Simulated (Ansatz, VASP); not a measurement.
# CdS in VASP and in Ansatz

```xyz
2
Lattice="0.0000 2.7111 2.7111 2.7111 0.0000 2.7111 2.7111 2.7111 0.0000" Properties=species:S:1:pos:R:3 pbc="T T T"
Cd    0.0000    0.0000    0.0000
S     2.7111    2.7111    2.7111
```

Alike in both runs: functional PBE; dispersion D3(BJ); k mesh 12 × 12 × 12; occupations gaussian, width 0.01 eV; no spin polarisation.

Ansatz relaxed the structure, and its values are those at the end. VASP's run is a single point on that final structure, the one shown.

|  | VASP | Ansatz |
| --- | --- | --- |
| version | VASP 6.6.1 | Ansatz 0.2.0 |
| potentials or method | VASP PAW PBE potentials, release 64 (Cd, S), cutoff 500 eV | scalar-relativistic, plane waves, PAW |
| valence electrons in the cell | 18 | 26 |

Ansatz gave:

* gap on the k mesh at the Fermi level (eV): 0.26
* least direct gap on the mesh (eV): 1.86
* pressure (GPa): 0.0

Q: Which values does VASP return?

A: gap on the k mesh at the Fermi level (eV): 0.25; least direct gap on the mesh (eV): 1.84; pressure (GPa): 0.4.

VASP's potentials hold 18 valence electrons a cell and Ansatz's 26, so a difference there can come from the potentials and not from the codes.
